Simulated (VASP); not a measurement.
Crystal: KBr.

```
K Br
1.0
     0.00000    3.68830    3.68830
     3.68830    0.00000    3.68830
     3.68830    3.68830    0.00000
K Br
1 1
Cartesian
  0.0000 0.0000 0.0000
  1.8441 1.8441 1.8441
```

Base run:

- Program: VASP 6.6.1
- Functional: PBE-based global hybrid with 50 % exact exchange
- Potentials or basis: VASP PAW PBE potentials, release 64 (K_sv, Br)
- Cutoff: 520 eV
- k mesh: 4 × 4 × 4
- Occupations: gaussian, width 0.01 eV
- Spin: no spin polarisation

Its results: band gap on the k mesh 8.03 eV (least direct gap 8.04 eV); pressure 0.0 GPa.

The run is repeated on the same cell with these changes: functional from PBE-based global hybrid with 50 % exact exchange to PBE. What comes out?

Band gap on the k mesh 4.28 eV (least direct gap 4.30 eV); pressure 0.3 GPa.

Caveats: the PAW data sets were made with another functional, which shifts forces and pressure a little (at least some runs).

A k mesh can miss the band edges.
